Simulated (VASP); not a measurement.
# Sn (Im-3m) in VASP: relaxation of cell and atoms with PBE

Aim: the relaxation of cell and atoms of Sn with PBE.

All numbers are computed with VASP 6.6.1; they aren't measurements. Logs are shortened: lines on timing, memory, paths and dates and some standing lists are left out, and cuts for length are marked.

### 1 The cell of the first run

Symmetry: Im-3m, No. 229, cubic system. Conventional cell: a = 3.826 Å, b = 3.826 Å, c = 3.826 Å, α = 90.00°, β = 90.00°, γ = 90.00°. Within 4.4 Å of Sn (site symmetry m-3m) lie 14 Sn at 3.31 to 3.83 Å.

This isn't the form of Sn at room conditions, which is tetragonal (white tin).

### 2 Relaxation of cell and atoms, PBE

INCAR reads:

```
SYSTEM = Sn
PREC = Accurate ; ENCUT = 600
EDIFF = 1E-6 ; ISMEAR = -1
SIGMA = 0.05 ; LREAL = .FALSE.
LASPH = .TRUE. ; NELM = 100
ALGO = Normal ; ISIF = 3
LWAVE = .FALSE. ; LCHARG = .FALSE.
GGA = PE ; IBRION = 2
NSW = 60 ; EDIFFG = -0.005
```

KPOINTS reads:

```
regular mesh
0
G
  16 16 16
  0 0 0
```

POSCAR reads:

```
Sn
1.0
   -1.9129311828      1.9129311828      1.9129311828
    1.9129311828     -1.9129311828      1.9129311828
    1.9129311828      1.9129311828     -1.9129311828
Sn
1
Direct
    0.0000000000      0.0000000000      0.0000000000
```

Potentials or basis: VASP PAW PBE potentials, release 64 (Sn_d).

Command:

```console
$ cat potpaw_PBE.64/Sn_d/POTCAR > POTCAR
$ mpirun -np 1 vasp_std > vasp.out
```

OUTCAR:

```text
SYSTEM = Sn
   PREC = Accurate
   ENCUT = 600
   EDIFF = 1E-6
   ISMEAR = -1
   LREAL = .FALSE.
   LASPH = .TRUE.
   NELM = 100
   ISIF = 3
   GGA = PE
   IBRION = 2
   NSW = 60
   EDIFFG = -0.005

 ion  position               nearest neighbor table
   1  0.000  0.000  0.000-

  LATTYP: Found a body centered cubic cell.
 ALAT       =     3.8258623656

  Lattice vectors:

 A1 = (  -1.9129311828,   1.9129311828,   1.9129311828)
 A2 = (   1.9129311828,  -1.9129311828,   1.9129311828)
 A3 = (   1.9129311828,   1.9129311828,  -1.9129311828)

Analysis of symmetry for initial positions (statically):
=====================================================================
 Subroutine PRICEL returns:
 Original cell was already a primitive cell.

 Routine SETGRP: Setting up the symmetry group for a
 body centered cubic supercell.

 Subroutine GETGRP returns: Found 48 space group operations
 (whereof 48 operations were pure point group operations)
 out of a pool of 48 trial point group operations.

The static configuration has the point symmetry O_h .

Analysis of symmetry for dynamics (positions and initial velocities):
=====================================================================
 Subroutine PRICEL returns:
 Original cell was already a primitive cell.

 Routine SETGRP: Setting up the symmetry group for a
 body centered cubic supercell.

 Subroutine GETGRP returns: Found 48 space group operations
 (whereof 48 operations were pure point group operations)
 out of a pool of 48 trial point group operations.

The dynamic configuration has the point symmetry O_h .

 Subroutine INISYM returns: Found 48 space group operations
 (whereof 48 operations are pure point group operations),
 and found     1 'primitive' translations

----------------------------------------------------------------------------------------

                                     Primitive cell

  volume of cell :      28.0000

  direct lattice vectors                    reciprocal lattice vectors
    -1.912931183  1.912931183  1.912931183     0.000000000  0.261378979  0.261378979
     1.912931183 -1.912931183  1.912931183     0.261378979  0.000000000  0.261378979
     1.912931183  1.912931183 -1.912931183     0.261378979  0.261378979  0.000000000

  length of vectors
     3.313294000  3.313294000  3.313294000     0.369645697  0.369645697  0.369645697

  position of ions in fractional coordinates (direct lattice)
     0.000000000  0.000000000  0.000000000

  ion indices of the primitive-cell ions
   primitive index   ion index
                 1           1

----------------------------------------------------------------------------------------

 KPOINTS: regular mesh

Automatic generation of k-mesh.
 Grid dimensions read from file:
 generate k-points for:   16   16   16

 Generating k-lattice:

  Cartesian coordinates                     Fractional coordinates (reciprocal lattice)
     0.000000000  0.016336186  0.016336186     0.062500000  0.000000000  0.000000000
     0.016336186  0.000000000  0.016336186     0.000000000  0.062500000  0.000000000
     0.016336186  0.016336186  0.000000000     0.000000000  0.000000000  0.062500000

  Length of vectors
     0.023102856  0.023102856  0.023102856

  Shift w.r.t. Gamma in fractional coordinates (k-lattice)
     0.000000000  0.000000000  0.000000000

 Subroutine IBZKPT returns following result:
 ===========================================

[... 49 lines left out ...]
   EDIFFG = -.5E-02   stopping-criterion for IOM
   NSW    =     60    number of steps for IOM
   IBRION =      2    ionic relax: 0-MD 1-quasi-New 2-CG
   NFREE  =      1    steps in history (QN), initial steepest desc. (CG)
   ISIF   =      3    stress and relaxation
   ISYM   =      2    0-nonsym 1-usesym 2-fastsym
   POTIM  = 0.5000    time-step for ionic-motion
   TEBEG  =    0.0;   TEEND  =   0.0 temperature during run
   PSTRESS=    0.0 pullay stress
   NELECT =      14.0000    total number of electrons
   NUPDOWN=      -1.0000    fix difference up-down
   EMIN   =  10.00;   EMAX   =-10.00  energy-range for DOS
   EFERMI =   0.00;   METHOD = LEGACY
   ISMEAR =    -1;   SIGMA  =   0.05  broadening in eV -4-tet -1-fermi 0-gaus
   EFERMI_NEDOS =   21; number of points for ismear=-14 and -15
   IALGO  =     38    algorithm
   IMIX   =      4    mixing-type and parameters
     AMIX     =   0.40;   BMIX     =  1.00
     AMIX_MAG =   1.60;   BMIX_MAG =  1.00
  volume/ion in A,a.u.               =      28.00       188.95
  Fermi-wavevector in a.u.,A,eV,Ry     =   1.299366  2.455446 22.971424  1.688352
  Thomas-Fermi vector in A             =   2.430634
   LORBIT       =      0    0 simple, 1 ext, 2 COOP (PROOUT), +10 PAW based schemes
   GGA     = PE    functional components
   LHFCALC =     F    Hartree Fock is set to
   AEXX    =    0.0000 exact exchange contribution
   IVDW    =     0    specifies the selected vdW correction
   LEPSILON=     F    determine dielectric tensor
   LRPA    =     F    only Hartree local field effects (RPA)
 conjugate gradient relaxation of ions
 non-spin polarized calculation
  energy-cutoff  :      600.00
  volume of cell :       28.00
 maximum number of plane-waves:       959
   NGX = 13   NGY = 13   NGZ = 13

--------------------------------------- Ionic step        1  -------------------------------------------

 number of electron      13.9999999 magnetization

 Free energy of the ion-electron system (eV)
  ---------------------------------------------------
  ext. energy  EPLUGINS =         0.00000000
  ---------------------------------------------------
  free energy    TOTEN  =        -3.77508548 eV

  energy without entropy =       -3.77003832  energy(sigma->0) =       -3.77256190

------------------------ aborting loop because EDIFF is reached ----------------------------------------

  FORCE on cell =-STRESS in cart. coord.  units (eV):
  Direction    XX          YY          ZZ          XY          YZ          ZX
  --------------------------------------------------------------------------------------
  -------------------------------------------------------------------------------------
  Total       -0.0577618     -0.0577618     -0.0577618     -0.0000000     -0.0000000      0.0000000
  in kB       -3.3051676     -3.3051676     -3.3051676     -0.0000000     -0.0000000      0.0000000
  external PRESSURE =      -3.3051676 kB  Pullay stress =       0.0000000 kB

 VOLUME and BASIS-vectors are now :
 -----------------------------------------------------------------------------
  energy-cutoff  :      600.00
  volume of cell :       28.00
      direct lattice vectors                 reciprocal lattice vectors
    -1.912931183  1.912931183  1.912931183     0.000000000  0.261378979  0.261378979
     1.912931183 -1.912931183  1.912931183     0.261378979  0.000000000  0.261378979
     1.912931183  1.912931183 -1.912931183     0.261378979  0.261378979  0.000000000

 POSITION                                       TOTAL-FORCE (eV/Angst)
 -----------------------------------------------------------------------------------
      0.00000      0.00000      0.00000        -0.000000     -0.000000      0.000000
 -----------------------------------------------------------------------------------
    total drift:                               -0.000000     -0.000000     -0.000000

  FREE ENERGIE OF THE ION-ELECTRON SYSTEM (eV)
  ---------------------------------------------------
  free  energy   TOTEN  =        -3.7750854765 eV

  energy  without entropy=       -3.7700383240  energy(sigma->0) =       -3.77256190

--------------------------------------- Ionic step        2  -------------------------------------------

 number of electron      13.9999997 magnetization

 Free energy of the ion-electron system (eV)
  ---------------------------------------------------
  ext. energy  EPLUGINS =         0.00000000
  ---------------------------------------------------
  free energy    TOTEN  =        -3.77537156 eV

  energy without entropy =       -3.77020447  energy(sigma->0) =       -3.77278802

 E-fermi :   7.8073     XC(G=0): -10.2674

 val. band max:        7.7951960284   @ k =  -0.3750   0.4375   0.3125
 cond. band min:       7.8341314721   @ k =   0.5000   0.5000   0.4375
 fundamental gap:      0.0389354438
 Fermi energy:         7.8073148192

 k-point     1 :       0.0000    0.0000    0.0000
  band No.  band energies     occupation
      1     -13.7140      2.00000
      2     -13.7140      2.00000
      3     -13.7140      2.00000
      4     -13.5843      2.00000
      5     -13.5843      2.00000
      6      -3.0974      2.00000
      7      15.6084      0.00000
      8      15.6084      0.00000
      9      15.6084      0.00000
     10      19.9058      0.00000
     11      19.9058      0.00000
[... 309 lines left out ...]
 k-point    24 :       0.2500    0.1875    0.0000
  band No.  band energies     occupation
      1     -13.7291      2.00000
      2     -13.6777      2.00000
      3     -13.6046      2.00000
      4     -13.5970      2.00000
      5     -13.5531      2.00000
      6      -0.0400      2.00000
      7       6.8380      2.00000
      8       8.9906      0.00000
      9      12.5341      0.00000
     10      17.5034      0.00000
     11      18.6967      0.00000

 [... further k-points ...]

------------------------ aborting loop because EDIFF is reached ----------------------------------------

  FORCE on cell =-STRESS in cart. coord.  units (eV):
  Direction    XX          YY          ZZ          XY          YZ          ZX
  --------------------------------------------------------------------------------------
  -------------------------------------------------------------------------------------
  Total       -0.0033497     -0.0033497     -0.0033497      0.0000000      0.0000000     -0.0000000
  in kB       -0.1932812     -0.1932812     -0.1932812      0.0000000      0.0000000     -0.0000000
  external PRESSURE =      -0.1932812 kB  Pullay stress =       0.0000000 kB

 VOLUME and BASIS-vectors are now :
 -----------------------------------------------------------------------------
  energy-cutoff  :      600.00
  volume of cell :       27.77
      direct lattice vectors                 reciprocal lattice vectors
    -1.907600640  1.907600640  1.907600640     0.000000000  0.262109369  0.262109369
     1.907600640 -1.907600640  1.907600640     0.262109369  0.000000000  0.262109369
     1.907600640  1.907600640 -1.907600640     0.262109369  0.262109369  0.000000000

 POSITION                                       TOTAL-FORCE (eV/Angst)
 -----------------------------------------------------------------------------------
      0.00000      3.81520      0.00000         0.000000      0.000000     -0.000000
 -----------------------------------------------------------------------------------
    total drift:                                0.000000      0.000000     -0.000000

  FREE ENERGIE OF THE ION-ELECTRON SYSTEM (eV)
  ---------------------------------------------------
  free  energy   TOTEN  =        -3.7753715603 eV

  energy  without entropy=       -3.7702044747  energy(sigma->0) =       -3.77278802

 reached required accuracy - stopping structural energy minimisation
```

It took 30 s on 1 thread of Intel Xeon 6975P-C (Granite Rapids), shared host; peak memory 0.2 GiB.

What came out:

| Item | Value |
| --- | --- |
| Free energy | -3.7754 eV |
| Relaxed volume | 27.77 Å³/atom |
| Relaxed cell | a = 3.304 Å, b = 3.304 Å, c = 3.304 Å, α = 109.47°, β = 109.47°, γ = 109.47° |
| Space group after relaxing (to 0.1 Å) | Im-3m (No. 229) |
| Energy gained by relaxing | 0.3 meV/atom |
| Ionic steps | 2 |
| Pressure after relaxing | 0.0 GPa |
| Band gap on the k mesh | zero (bands 7 and 8 overlap by 10.09 eV) |

The path:
```
step  energy change (eV)  largest force (eV/Å)  pressure (GPa)  volume (Å³)
   1              0.0000                0.0000           -0.33        28.00
   2             -0.0003                0.0000           -0.02        27.77
```

Final structure:
```xyz
1
Lattice="-1.9076 1.9076 1.9076 1.9076 -1.9076 1.9076 1.9076 1.9076 -1.9076" Properties=species:S:1:pos:R:3 pbc="T T T"
Sn    0.0000    3.8152    0.0000
```

Caveat: spin-orbit coupling is left out, which moves the levels of the heavy elements.
